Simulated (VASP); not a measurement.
MgO: single point with PBEsol+U

The system is MgO.

```
CELL_PARAMETERS angstrom
2.93802 0.00000 0.00000
-1.46901 2.54440 0.00000
0.00000 0.00000 2.67968
ATOMIC_POSITIONS crystal
Mg 0.00000 0.00000 0.00000
O 0.33333 0.66667 0.50000
```

| Quantity | Value |
| --- | --- |
| Program | VASP 6.6.1 |
| Task | single point |
| Functional | PBEsol |
| Potentials or basis | VASP PAW PBE potentials, release 64 (Mg, O) |
| Cutoff | 600 eV |
| k mesh | 6 × 6 × 6 |
| Occupations | gaussian, width 0.1 eV |
| Spin | no spin polarisation |
| Hubbard terms | O p U = 3.9 eV |
| Dipole correction | no |
| Further INCAR settings | ALGO = Normal; EDIFF = 1e-06; NBANDS = 11 |

* Pressure: -6.2 GPa
* Band gap on the k mesh: 3.10 eV (least direct gap 3.50 eV)

Stress tensor (GPa, compression positive):
```
-5.96  0.00  0.00
 0.00 -5.96  0.00
 0.00  0.00 -6.76
```

Levels at points of the mesh, in eV from the valence-band top:
```tsv
k point	band 2	band 3	band 4	band 5	band 6	band 7
(0.00, 0.00, 0.00)	-0.59	-0.59	-0.40	3.10	11.84	15.59
(0.50, 0.00, 0.00)	-4.87	-1.30	-0.05	6.61	10.55	13.10
(0.00, 0.00, 0.50)	-5.34	-0.08	-0.08	8.33	8.99	17.57
(0.50, 0.00, 0.50)	-3.71	-3.34	-0.81	5.82	11.42	13.99
```

Run time: 5.4 s on 1 thread of Intel(R) Xeon(R) Platinum 8488C (Sapphire Rapids), with other jobs on the host, peak memory 0.14 GiB.

Caveat: the cell stands under tension; the PAW data sets were made with another functional, which shifts forces and pressure a little. A k mesh can miss the band edges.
